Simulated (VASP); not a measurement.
# V (Im-3m) in VASP: single point with r2SCAN

Aim: the single point of V with r2SCAN.

Program: VASP 6.6.1. These are calculated values, not measurements. Logs are shortened: lines on timing, memory, paths and dates and some standing lists are left out, and cuts for length are marked.

## (1) The cell of the first run

It takes space group Im-3m (No. 229, cubic). Conventional cell: a = 3.028 Å, b = 3.028 Å, c = 3.028 Å, α = 90.00°, β = 90.00°, γ = 90.00°. V (site symmetry m-3m) has 14 V at 2.62 to 3.03 Å within 3.5 Å.

## (2) Single point, r2SCAN, collinear spin, ferromagnetic start

File POSCAR:

```
V
1.0
   -1.5139000000      1.5139000000      1.5139000000
    1.5139000000     -1.5139000000      1.5139000000
    1.5139000000      1.5139000000     -1.5139000000
V
1
Direct
    0.0000000000      0.0000000000      0.0000000000
```

File INCAR.step1:

```
ALGO     = Normal         # electronic algorithm
EDIFF    = 1E-4           # SCF threshold, eV
ENCUT    = 520            # plane-wave cutoff, eV
GGA      = PE             # functional
ISMEAR   = -1             # smearing method
ISPIN    = 2              # spin polarisation
LASPH    = True           # aspherical terms in the spheres
LCHARG   = False          # write CHGCAR
LMAXMIX  = 4              # l up to which the mixer works
LREAL    = False          # projectors in reciprocal space
LWAVE    = True           # write WAVECAR
MAGMOM   = 2              # initial moments
NBANDS   = 16             # bands
NELM     = 150            # most SCF steps
PREC     = Accurate       # precision mode
SIGMA    = 0.1            # smearing width, eV
```

File INCAR.step2:

```
ALGO     = Normal         # electronic algorithm
EDIFF    = 1E-7           # SCF threshold, eV
ENCUT    = 520            # plane-wave cutoff, eV
ISIF     = 2              # what is computed and relaxed
ISMEAR   = -1             # smearing method
ISPIN    = 2              # spin polarisation
ISTART   = 1            
LASPH    = True           # aspherical terms in the spheres
LCHARG   = True           # write CHGCAR
LELF     = True           # ELF
LMAXMIX  = 4              # l up to which the mixer works
LMIXTAU  = True         
LORBIT   = 11             # projections on sites
LREAL    = False          # projectors in reciprocal space
LVHAR    = True         
LWAVE    = False          # write WAVECAR
MAGMOM   = 2              # initial moments
METAGGA  = R2SCAN         # meta-GGA
NBANDS   = 16             # bands
NELM     = 150            # most SCF steps
PREC     = Accurate       # precision mode
SIGMA    = 0.1            # smearing width, eV
```

File KPOINTS:

```
k-points
0
Gamma
  11 11 11
```

Potentials or basis: VASP PAW PBE potentials, release 64 (V_sv).

The run is started by

```console
$ cat potpaw_PBE.64/V_sv/POTCAR > POTCAR
$ cp INCAR.step1 INCAR
$ mpirun -np 1 vasp_std > vasp.out
$ cp INCAR.step2 INCAR
$ mpirun -np 1 vasp_std > vasp.out
```

OUTCAR:

```text
EDIFF = 1E-7
   ENCUT = 520
   ISIF = 2
   ISMEAR = -1
   ISPIN = 2
   ISTART = 1
   LASPH = True
   LORBIT = 11
   LREAL = False
   METAGGA = R2SCAN
   NELM = 150
   PREC = Accurate

 ion  position               nearest neighbor table
   1  0.000  0.000  0.000-

  LATTYP: Found a body centered cubic cell.
 ALAT       =     3.0278000000

  Lattice vectors:

 A1 = (  -1.5139000000,   1.5139000000,   1.5139000000)
 A2 = (   1.5139000000,  -1.5139000000,   1.5139000000)
 A3 = (   1.5139000000,   1.5139000000,  -1.5139000000)

Analysis of symmetry for initial positions (statically):
=====================================================================
 Subroutine PRICEL returns:
 Original cell was already a primitive cell.

 Routine SETGRP: Setting up the symmetry group for a
 body centered cubic supercell.

 Subroutine GETGRP returns: Found 48 space group operations
 (whereof 48 operations were pure point group operations)
 out of a pool of 48 trial point group operations.

The static configuration has the point symmetry O_h .

Analysis of symmetry for dynamics (positions and initial velocities):
=====================================================================
 Subroutine PRICEL returns:
 Original cell was already a primitive cell.

 Routine SETGRP: Setting up the symmetry group for a
 body centered cubic supercell.

 Subroutine GETGRP returns: Found 48 space group operations
 (whereof 48 operations were pure point group operations)
 out of a pool of 48 trial point group operations.

The dynamic configuration has the point symmetry O_h .

Analysis of structural, dynamic, and magnetic symmetry:
=====================================================================
 Subroutine PRICEL returns:
 Original cell was already a primitive cell.

 Routine SETGRP: Setting up the symmetry group for a
 body centered cubic supercell.

 Subroutine GETGRP returns: Found 48 space group operations
 (whereof 48 operations were pure point group operations)
 out of a pool of 48 trial point group operations.

The overall configuration has the point symmetry O_h .

 Subroutine INISYM returns: Found 48 space group operations
 (whereof 48 operations are pure point group operations),
 and found     1 'primitive' translations

----------------------------------------------------------------------------------------

                                     Primitive cell

  volume of cell :      13.8788

  direct lattice vectors                    reciprocal lattice vectors
    -1.513900000  1.513900000  1.513900000     0.000000000  0.330272805  0.330272805
     1.513900000 -1.513900000  1.513900000     0.330272805  0.000000000  0.330272805
     1.513900000  1.513900000 -1.513900000     0.330272805  0.330272805  0.000000000

  length of vectors
     2.622151718  2.622151718  2.622151718     0.467076281  0.467076281  0.467076281

  position of ions in fractional coordinates (direct lattice)
     0.000000000  0.000000000  0.000000000

  ion indices of the primitive-cell ions
   primitive index   ion index
                 1           1

----------------------------------------------------------------------------------------

 KPOINTS: k-points

Automatic generation of k-mesh.
 Grid dimensions read from file:
 generate k-points for:   11   11   11

 Generating k-lattice:

  Cartesian coordinates                     Fractional coordinates (reciprocal lattice)
     0.000000000  0.030024800  0.030024800     0.090909091  0.000000000  0.000000000
     0.030024800  0.000000000  0.030024800     0.000000000  0.090909091  0.000000000
     0.030024800  0.030024800  0.000000000     0.000000000  0.000000000  0.090909091

  Length of vectors
     0.042461480  0.042461480  0.042461480

  Shift w.r.t. Gamma in fractional coordinates (k-lattice)
     0.000000000  0.000000000  0.000000000

 Subroutine IBZKPT returns following result:
 ===========================================

 Found     56 irreducible k-points:

 Following reciprocal coordinates:
            Coordinates               Weight
  0.000000  0.000000  0.000000      1.000000
  0.090909  0.000000  0.000000     12.000000
  0.181818  0.000000  0.000000     12.000000
  0.272727  0.000000  0.000000     12.000000
  0.363636  0.000000  0.000000     12.000000
  0.454545  0.000000  0.000000     12.000000
[... 16 lines left out ...]
  0.272727  0.181818  0.090909     48.000000
  0.363636  0.181818  0.090909     24.000000
 [... further k-points ...]
   k-points           NKPTS =     56   k-points in BZ     NKDIM =     56   number of bands    NBANDS=     16
   number of dos      NEDOS =    301   number of ions     NIONS =      1
   total plane-waves  NPLWV =   8000
   dimension x,y,z NGX =    20 NGY =   20 NGZ =   20
   dimension x,y,z NGXF=    40 NGYF=   40 NGZF=   40
   ions per type =               1
   NGX,Y,Z   is equivalent  to a cutoff of  12.68, 12.68, 12.68 a.u.
   NGXF,Y,Z  is equivalent  to a cutoff of  25.36, 25.36, 25.36 a.u.
 SYSTEM =  unknown system
   PREC   = accura    normal or accurate (medium, high low for compatibility)
   ISTART =      1    job   : 0-new  1-cont  2-samecut
   ICHARG =      0    charge: 1-file 2-atom 10-const
   ISPIN  =      2    spin polarized calculation?
   LNONCOLLINEAR =      F non collinear calculations
   LSORBIT =      F    spin-orbit coupling
   LASPH  =      T    aspherical Exc in radial PAW
   ENCUT  =  520.0 eV  38.22 Ry    6.18 a.u.   4.88  4.88  4.88*2*pi/ulx,y,z
   NELM   =    150;   NELMIN=  2; NELMDL=  0     # of ELM steps
   EDIFF  = 0.1E-06   stopping-criterion for ELM
   LREAL  =      F    real-space projection
   EDIFFG = 0.1E-05   stopping-criterion for IOM
   NSW    =      0    number of steps for IOM
   IBRION =     -1    ionic relax: 0-MD 1-quasi-New 2-CG
   NFREE  =      0    steps in history (QN), initial steepest desc. (CG)
   ISIF   =      2    stress and relaxation
   ISYM   =      2    0-nonsym 1-usesym 2-fastsym
   POTIM  = 0.5000    time-step for ionic-motion
   TEBEG  =    0.0;   TEEND  =   0.0 temperature during run
   PSTRESS=    0.0 pullay stress
   NELECT =      13.0000    total number of electrons
   NUPDOWN=      -1.0000    fix difference up-down
   EMIN   =  10.00;   EMAX   =-10.00  energy-range for DOS
   EFERMI =   0.00;   METHOD = LEGACY
   ISMEAR =    -1;   SIGMA  =   0.10  broadening in eV -4-tet -1-fermi 0-gaus
   EFERMI_NEDOS =   21; number of points for ismear=-14 and -15
   IALGO  =     38    algorithm
   IMIX   =      4    mixing-type and parameters
     AMIX     =   0.40;   BMIX     =  1.00
     AMIX_MAG =   1.60;   BMIX_MAG =  1.00
  volume/ion in A,a.u.               =      13.88        93.66
  Fermi-wavevector in a.u.,A,eV,Ry     =   1.601789  3.026943 34.908868  2.565729
  Thomas-Fermi vector in A             =   2.698712
   LORBIT       =     11    0 simple, 1 ext, 2 COOP (PROOUT), +10 PAW based schemes
   METAGGA = R2SCAN    functional components
   LHFCALC =     F    Hartree Fock is set to
   AEXX    =    0.0000 exact exchange contribution
   IVDW    =     0    specifies the selected vdW correction
   LEPSILON=     F    determine dielectric tensor
   LRPA    =     F    only Hartree local field effects (RPA)
 spin polarized calculation
  energy-cutoff  :      520.00
  volume of cell :       13.88
 maximum number of plane-waves:       384
   NGX =  9   NGY =  9   NGZ =  9

 number of electron      12.9999996 magnetization       0.0042304

 Free energy of the ion-electron system (eV)
  ---------------------------------------------------
  ext. energy  EPLUGINS =         0.00000000
  ---------------------------------------------------
  free energy    TOTEN  =       -14.14243236 eV

  energy without entropy =      -14.08704481  energy(sigma->0) =      -14.11473859

 E-fermi :   9.3139     XC(G=0): -13.8845

 val. band max:        9.2713622785   @ k =   0.1818   0.0000   0.0000
 cond. band min:       9.3978228566   @ k =  -0.4545  -0.4545   0.1818
 fundamental gap:      0.1264605781
 Fermi energy:         9.3139417260

 spin component 1

 k-point     1 :       0.0000    0.0000    0.0000
  band No.  band energies     occupation
      1     -57.0625      1.00000
      2     -29.2606      1.00000
      3     -29.2605      1.00000
      4     -29.2605      1.00000
      5       2.2988      1.00000
      6       9.7681      0.01054
[... 8 lines left out ...]
     15      37.4898      0.00000
     16      41.6489      0.00000

 k-point     2 :       0.0909    0.0000    0.0000
  band No.  band energies     occupation
      1     -57.0481      1.00000
      2     -29.3311      1.00000
      3     -29.2820      1.00000
      4     -29.2610      1.00000
      5       2.6366      1.00000
      6       9.6269      0.04192
[... 8 lines left out ...]
     15      38.0712      0.00000
     16      39.1238      0.00000
[... 387 lines left out ...]
      5       7.1601      1.00000
      6       8.0822      1.00000
[... 8 lines left out ...]
     15      39.6387      0.00000
     16      42.1655      0.00000

 k-point    24 :       0.3636    0.1818    0.0909
  band No.  band energies     occupation
      1     -56.8689      1.00000
      2     -29.9586      1.00000
      3     -29.6385      1.00000
      4     -29.3962      1.00000
      5       7.1756      1.00000
      6       8.0305      1.00000
[... 8 lines left out ...]
     15      39.5681      0.00000
     16      42.2793      0.00000

 [... further k-points ...]

 spin component 2

 k-point     1 :       0.0000    0.0000    0.0000
  band No.  band energies     occupation
      1     -57.0582      1.00000
      2     -29.2563      1.00000
      3     -29.2562      1.00000
      4     -29.2562      1.00000
      5       2.3011      1.00000
      6       9.7748      0.00987
[... 8 lines left out ...]
     15      37.4901      0.00000
     16      41.6548      0.00000

 k-point     2 :       0.0909    0.0000    0.0000
  band No.  band energies     occupation
      1     -57.0438      1.00000
      2     -29.3267      1.00000
      3     -29.2776      1.00000
      4     -29.2567      1.00000
      5       2.6390      1.00000
      6       9.6335      0.03935
[... 8 lines left out ...]
     15      38.0726      0.00000
     16      39.1288      0.00000
[... 387 lines left out ...]
      5       7.1642      1.00000
      6       8.0876      1.00000
[... 8 lines left out ...]
     15      39.6421      0.00000
     16      42.1693      0.00000

 k-point    24 :       0.3636    0.1818    0.0909
  band No.  band energies     occupation
      1     -56.8646      1.00000
      2     -29.9543      1.00000
      3     -29.6342      1.00000
      4     -29.3918      1.00000
      5       7.1798      1.00000
      6       8.0361      1.00000
[... 8 lines left out ...]
     15      39.5714      0.00000
     16      42.2832      0.00000

 [... further k-points ...]

------------------------ aborting loop because EDIFF is reached ----------------------------------------

  FORCE on cell =-STRESS in cart. coord.  units (eV):
  Direction    XX          YY          ZZ          XY          YZ          ZX
  --------------------------------------------------------------------------------------
  -------------------------------------------------------------------------------------
  Total       -0.6292885     -0.6292885     -0.6292885      0.0000000     -0.0000000     -0.0000000
  in kB      -72.6455124    -72.6455124    -72.6455124      0.0000000     -0.0000000     -0.0000000
  external PRESSURE =     -72.6455124 kB  Pullay stress =       0.0000000 kB

 VOLUME and BASIS-vectors are now :
 -----------------------------------------------------------------------------
  energy-cutoff  :      520.00
  volume of cell :       13.88
      direct lattice vectors                 reciprocal lattice vectors
    -1.513900000  1.513900000  1.513900000     0.000000000  0.330272805  0.330272805
     1.513900000 -1.513900000  1.513900000     0.330272805  0.000000000  0.330272805
     1.513900000  1.513900000 -1.513900000     0.330272805  0.330272805  0.000000000

 POSITION                                       TOTAL-FORCE (eV/Angst)
 -----------------------------------------------------------------------------------
      0.00000      0.00000      0.00000        -0.000000     -0.000000     -0.000000
 -----------------------------------------------------------------------------------
    total drift:                                0.000000     -0.000000     -0.000000

  FREE ENERGIE OF THE ION-ELECTRON SYSTEM (eV)
  ---------------------------------------------------
  free  energy   TOTEN  =       -14.1424323640 eV

  energy  without entropy=      -14.0870448123  energy(sigma->0) =      -14.11473859

 total charge

# of ion       s       p       d       tot
------------------------------------------
    1        2.329   6.226   3.014  11.569

 magnetization (x)

# of ion       s       p       d       tot
------------------------------------------
    1        0.000   0.000   0.003   0.004
```

Wall time 2.1 min (1 thread of Intel Xeon 8259CL, shared host); peak memory 0.15 GiB.

What came out:

* Free energy: -14.1424 eV
* Pressure: -7.3 GPa
* Net moment: 0.00 μB per cell
* Valence electrons inside the program's atomic spheres: V 11.57

Caveat: the cell stands under tension; the PAW data sets were made with another functional, which shifts forces and pressure a little.
